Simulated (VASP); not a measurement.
# CoO (F-43m) in VASP: further runs, part 2 of 2

VASP 6.6.1.

### 3 Single point, PBE, collinear spin, ferromagnetic start

This run uses another cell than the first one, of 13.65 Å³/atom, 1.060 times its volume.

File INCAR:

```
SYSTEM = CoO
ALGO = Normal ; EDIFF = 1E-6
ENCUT = 600 ; GGA = PE
GGA_COMPAT = .FALSE. ; ISIF = 2
ISMEAR = -1 ; ISPIN = 2
LASPH = .TRUE. ; LCHARG = .TRUE.
LELF = .TRUE. ; LMAXMIX = 4
LORBIT = 11 ; LREAL = .FALSE.
LVHAR = .TRUE. ; LWAVE = .FALSE.
MAGMOM = 2 0 ; NBANDS = 22
NELM = 200 ; PREC = Accurate
SIGMA = 0.05
```

File KPOINTS:

```
k-points
0
G
  10 10 10
  0 0 0
```

File POSCAR:

```
CoO
1.0
    0.0000000000      2.3896072712      2.3896072712
    2.3896072712      0.0000000000      2.3896072712
    2.3896072712      2.3896072712      0.0000000000
Co O
1 1
Direct
    0.0000000000      0.0000000000      0.0000000000
    0.2500000000      0.2500000000      0.2500000000
```

Potentials or basis: VASP PAW PBE potentials, release 64 (Co_sv, O).

Launch:

```bash
cat potpaw_PBE.64/Co_sv/POTCAR potpaw_PBE.64/O/POTCAR > POTCAR
mpirun -np 1 vasp_std > vasp.out
```

OUTCAR:

```text
SYSTEM = CoO
   EDIFF = 1E-6
   ENCUT = 600
   GGA = PE
   ISIF = 2
   ISMEAR = -1
   ISPIN = 2
   LASPH = .TRUE.
   LORBIT = 11
   LREAL = .FALSE.
   NELM = 200
   PREC = Accurate

 ion  position               nearest neighbor table
   1  0.000  0.000  0.000-   2 2.07   2 2.07   2 2.07   2 2.07
   2  0.250  0.250  0.250-   1 2.07   1 2.07   1 2.07   1 2.07

  LATTYP: Found a face centered cubic cell.
 ALAT       =     4.7792145424

  Lattice vectors:

 A1 = (   0.0000000000,   2.3896072712,   2.3896072712)
 A2 = (   2.3896072712,   0.0000000000,   2.3896072712)
 A3 = (   2.3896072712,   2.3896072712,   0.0000000000)

Analysis of symmetry for initial positions (statically):
=====================================================================
 Subroutine PRICEL returns:
 Original cell was already a primitive cell.

 Routine SETGRP: Setting up the symmetry group for a
 face centered cubic supercell.

 Subroutine GETGRP returns: Found 24 space group operations
 (whereof 24 operations were pure point group operations)
 out of a pool of 48 trial point group operations.

The static configuration has the point symmetry T_d .

[... 787 lines left out ...]
  band No.  band energies     occupation
      1     -88.7326      1.00000
      2     -52.0577      1.00000
      3     -52.0576      1.00000
      4     -52.0575      1.00000
      5     -13.3974      1.00000
      6       0.9779      1.00000
[... 589 lines left out ...]
     21      29.5441      0.00000
     22      31.1509      0.00000

 [... further k-points ...]
[... 5 lines left out ...]
  --------------------------------------------------------------------------------------
  -------------------------------------------------------------------------------------
  Total       -3.0253520     -3.0253520     -3.0253520     -0.0000000     -0.0000000     -0.0000000
  in kB     -177.6138808   -177.6138808   -177.6138808     -0.0000000     -0.0000000     -0.0000000
  external PRESSURE =    -177.6138808 kB  Pullay stress =       0.0000000 kB

 VOLUME and BASIS-vectors are now :
 -----------------------------------------------------------------------------
  energy-cutoff  :      600.00
  volume of cell :       27.29
      direct lattice vectors                 reciprocal lattice vectors
     0.000000000  2.389607271  2.389607271    -0.209239403  0.209239403  0.209239403
     2.389607271  0.000000000  2.389607271     0.209239403 -0.209239403  0.209239403
     2.389607271  2.389607271  0.000000000     0.209239403  0.209239403 -0.209239403

 POSITION                                       TOTAL-FORCE (eV/Angst)
 -----------------------------------------------------------------------------------
      0.00000      0.00000      0.00000         0.000000      0.000000      0.000000
      1.19480      1.19480      1.19480        -0.000000     -0.000000     -0.000000
 -----------------------------------------------------------------------------------
    total drift:                               -0.000000     -0.000000     -0.000000

  FREE ENERGIE OF THE ION-ELECTRON SYSTEM (eV)
  ---------------------------------------------------
  free  energy   TOTEN  =       -13.1947818899 eV

  energy  without entropy=      -13.1836262596  energy(sigma->0) =      -13.18920407

 total charge

# of ion       s       p       d       tot
------------------------------------------
    1        2.146   6.055   6.647  14.848
    2        1.547   3.374   0.000   4.921
--------------------------------------------------
tot          3.693   9.429   6.647  19.769

 magnetization (x)

# of ion       s       p       d       tot
------------------------------------------
    1        0.013   0.018   2.469   2.500
    2        0.019   0.289   0.000   0.308
--------------------------------------------------
tot          0.032   0.307   2.469   2.808
```

stdout:

```text
POSCAR found type information on POSCAR CoO
 POSCAR found :  2 types and       2 ions
 scaLAPACK will be used
 LDA part: xc-table for (Slater+PW92), standard interpolation
 POSCAR, INCAR and KPOINTS ok, starting setup
 FFT: planning ... GRIDC
 FFT: planning ... GRID_SOFT
 FFT: planning ... GRID
 WAVECAR not read
 entering main loop
```

It took 61 s on 1 thread of Intel Xeon Platinum 8488C (Sapphire Rapids), shared host; peak memory 0.2 GiB.

Results:

```yaml
Free_energy: -13.1948 eV
Pressure: -17.8 GPa
Band_gap_on_the_k_mesh: zero (filled and empty bands overlap)
Net_moment: 3.00 μB per cell
Site_moments: Co +2.50; O +0.31 μB
Valence_electrons_inside_the_program's_atomic_spheres: Co 14.85; O 4.92
```

Levels at points of the mesh, in eV from the Fermi level:
Spin up:
```tsv
k point	band 10	band 11	band 12	band 13	band 14	band 15	band 16	band 17
(0.00, 0.00, 0.00)	-2.09	-0.12	-0.12	-0.12	-0.12	12.85	12.85	12.85
(0.50, 0.00, 0.00)	-2.11	-2.11	-0.76	-0.76	4.90	6.30	12.40	12.40
(0.50, 0.50, 0.00)	-1.87	-1.87	-1.86	-1.54	4.72	8.29	10.38	12.70
```
Spin down:
```tsv
k point	band 6	band 7	band 8	band 9	band 10	band 11	band 12	band 13	band 14	band 15
(0.00, 0.00, 0.00)	-3.82	-3.82	-3.82	-0.38	-0.38	0.47	2.38	2.38	2.38	13.38
(0.50, 0.00, 0.00)	-5.24	-3.68	-3.68	-0.18	-0.18	0.52	1.69	1.69	5.46	7.11
(0.50, 0.50, 0.00)	-5.27	-3.52	-3.52	-0.18	-0.11	0.03	1.10	1.10	5.71	9.24
```

Caveat: a cell with one magnetic atom can't hold antiferromagnetic order, which such compounds often take; semilocal functionals often make such compounds metallic where correlation or magnetic order opens a gap, which also shifts bond lengths.
